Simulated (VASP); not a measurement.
Write the native input for VASP 6.6.1 that does the following.

```
Task                   : single point
Functional             : RPBE
Dispersion             : D4
Potentials or basis    : VASP PAW PBE potentials, release 64 (Zr_sv)
Cutoff                 : 500 eV
k mesh                 : 9 × 9 × 5
Occupations            : fermi-dirac, width 0.05 eV
Spin                   : no spin polarisation
Dipole correction      : no
Further INCAR settings : ALGO = Normal; EDIFF = 1e-06; NBANDS = 19
```

The structure of Zr lies in POSCAR:

```
Zr
1.0
    3.2953886421      0.0000000000      0.0000000000
   -1.6476943210      2.8538902793      0.0000000000
    0.0000000000      0.0000000000      5.2479471970
Zr
2
Direct
    0.6666666667      0.3333333333      0.7500000000
    0.3333333333      0.6666666667      0.2500000000
```

The input as run:

INCAR

```
  PREC = Accurate
  ENCUT = 500
  EDIFF = 1E-6
  ISMEAR = -1
  SIGMA = 0.05
  LREAL = False
  LASPH = True
  NELM = 120
  ALGO = Normal
  ISIF = 2
  LWAVE = False
  LCHARG = False
  GGA = RP
  IVDW = 13
  NBANDS = 19
  GGA_COMPAT = False
```

KPOINTS

```
regular mesh
0
Gamma
  9 9 5
```

Potentials or basis: VASP PAW PBE potentials, release 64 (Zr_sv).

The run is started by

```sh
$ cat potpaw_PBE.64/Zr_sv/POTCAR > POTCAR
$ mpirun -np 1 vasp_std > vasp.out
```

Results of the run:

```
Pressure                   : -4.6 GPa
Band gap on the k mesh     : zero (band 12 reaches 9.31 eV, above the bottom of band 13 at 8.17 eV)
Dispersion energy per atom : -0.319 eV
```

Caveat: the PAW data sets were made with another functional, which shifts forces and pressure a little; pairwise dispersion overbinds metals, which lowers pressure and volume.

It took 19 s on 1 thread of AMD EPYC 7R43 64-Core Processor (Zen 3) (shared host), peak memory 0.13 GiB.
